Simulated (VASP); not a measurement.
Here is a VASP 6.6.1 calculation.

Contents of INCAR:

```
SYSTEM = SnTe3
ALGO = Normal
EDIFF = 1E-6
ENCUT = 520
ISIF = 2
ISMEAR = -1
LASPH = .True.
LCHARG = .True.
LELF = .True.
LREAL = .False.
LVHAR = .True.
LWAVE = .False.
NBANDS = 24
NELM = 80
PREC = Accurate
SIGMA = 0.05
```

KPOINTS

```
k-points
0
Gamma
  6 6 6
  0 0 0
```

The input POSCAR:

```
SnTe3
1.0
    0.0000000000      3.8612190000      3.8612190000
    3.8612190000      0.0000000000      3.8612190000
    3.8612190000      3.8612190000      0.0000000000
Te Sn
3 1
Direct
    0.5000000000      0.5000000000      0.5000000000
    0.7500000000      0.7500000000      0.7500000000
    0.2500000000      0.2500000000      0.2500000000
    0.0000000000      0.0000000000      0.0000000000
```

Potentials or basis: VASP PAW LDA potentials, release 64 (Te, Sn_d).

Command:

```sh
$ cat potpaw_LDA.64/Te/POTCAR potpaw_LDA.64/Sn_d/POTCAR > POTCAR
$ mpirun -np 1 vasp_std > vasp.out
```

**Question.** What does it give for the band gap on the k mesh?

**Answer.** Zero (band 16 reaches 7.94 eV, above the bottom of band 17 at 5.72 eV).

**Question.** What does it give for the pressure?

**Answer.** -3.8 GPa.

Caveat: spin-orbit coupling is left out, which moves the levels of the heavy elements.
